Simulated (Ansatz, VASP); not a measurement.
**Sb: VASP beside Ansatz**

The input INCAR:

```
ALGO = Normal ; EDIFF = 1E-6
ENCUT = 500 ; GGA_COMPAT = False
ISIF = 2 ; ISMEAR = -1
LASPH = True ; LCHARG = True
LELF = True ; LREAL = False
LVHAR = True ; LWAVE = False
NBANDS = 8 ; NELM = 120
PREC = Accurate ; SIGMA = 0.1
```

File KPOINTS:

```
k-points
0
Gamma
  15 15 15
```

The input POSCAR:

```
Sb
1.0
    0.0000000000      1.8604013211      1.8604013211
    1.8604013211      0.0000000000      1.8604013211
    1.8604013211      1.8604013211      0.0000000000
Sb
1
Direct
    0.0000000000      0.0000000000      0.0000000000
```

Input for Ansatz:

```yaml
crystal:
  lattice:
    - [0.0, 1.8604013211, 1.8604013211]
    - [1.8604013211, 0.0, 1.8604013211]
    - [1.8604013211, 1.8604013211, 0.0]
  atoms:
    - { symbol: Sb, position: [0.0, 0.0, 0.0] }
kpoints:
  mp_grid: { grid: [15, 15, 15] }
  band_path:
    path:
      - [0.0, 0.0, 0.0]
      - [0.5, 0.0, 0.5]
      - [0.625, 0.25, 0.625]
      - [0.375, 0.375, 0.75]
      - [0.0, 0.0, 0.0]
      - [0.5, 0.5, 0.5]
      - [0.5, 0.25, 0.75]
      - [0.5, 0.0, 0.5]
    npoints: 8
scf:
  occupations: { method: fermi_dirac, width: 0.1 }
hamiltonian:
  xc: lda
  pseudopotentials: { kind: paw }
output:
  forces: true
  stress: true
  eigenvalues: true
  populations: true
  dos: { projected: true, de: 0.2, e_range: [-14, 8] }
```

Change from the starting cell: volume scaled by 0.5, PAW files.

Alike in both runs: task single point; functional LDA; k mesh 15 × 15 × 15; occupations fermi-dirac, width 0.1 eV; no spin polarisation.

|  | VASP | Ansatz |
| --- | --- | --- |
| version | VASP 6.6.1 | Ansatz 0.2.0 |
| potentials or method | VASP PAW LDA potentials, release 64 (Sb) | PAW with Ansatz's default frozen-core files, scalar-relativistic |
| plane-wave cutoff (eV) | 500 | 420 |
| valence electrons in the cell | 5 | 15 |

|  | VASP | Ansatz | Ansatz less VASP |
| --- | --- | --- | --- |
| pressure (GPa) | 249.1 | 238.0 | -11.04 |

LDA's correlation is that of Perdew and Zunger in VASP and of Perdew and Wang (1992) in Ansatz. Both programs put the cell under a high pressure, so it lies far from rest at this level. VASP's potentials hold 5 valence electrons a cell and Ansatz's 15, so a difference there can come from the potentials and not from the codes.

Neither program's run includes spin-orbit coupling. Noted on VASP's run: the cell as given lies far from equilibrium.
